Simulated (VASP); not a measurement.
The system is K.

```
K
1.0
    -2.61250    2.61250    2.61250
     2.61250   -2.61250    2.61250
     2.61250    2.61250   -2.61250
K
1
Direct
  0.00000 0.00000 0.00000
```

| Item | Value |
| --- | --- |
| Program | VASP 6.6.1 |
| Task | relaxation of cell and atoms |
| Functional | revPBE |
| Potentials or basis | VASP PAW PBE potentials, release 64 (K_sv) |
| Cutoff | 500 eV |
| k mesh | 7 × 7 × 7 |
| Occupations | gaussian, width 0.02 eV |
| Spin | no spin polarisation |

At the start: pressure 0.4 GPa; volume 71.32 Å³/atom.

Task: How do energy, volume and symmetry change on relaxing?

Result: Over 4 steps the energy falls by 9.2 meV/atom and the volume is 79.25 Å³/atom (+11.1 %); space group Im-3m (No. 229, to 0.05 Å).

Step by step:
| step | energy change (eV) | largest force (eV/Å) | pressure (GPa) | volume (Å³) |
| --- | --- | --- | --- | --- |
| 1 | 0.0000 | 0.0000 | 0.40 | 71.32 |
| 2 | -0.0040 | 0.0000 | 0.29 | 73.19 |
| 3 | -0.0091 | 0.0000 | 0.03 | 78.62 |
| 4 | -0.0092 | 0.0000 | 0.00 | 79.25 |

Final structure:
```xyz
1
Lattice="-2.7059 2.7059 2.7059 2.7059 -2.7059 2.7059 2.7059 2.7059 -2.7059" Properties=species:S:1:pos:R:3 pbc="T T T"
K     0.0000    0.0000    0.0000
```

Caveat: the PAW data sets were made with another functional, which shifts forces and pressure a little; the volume moved by +11 % from the deposited cell, more than functionals usually miss.
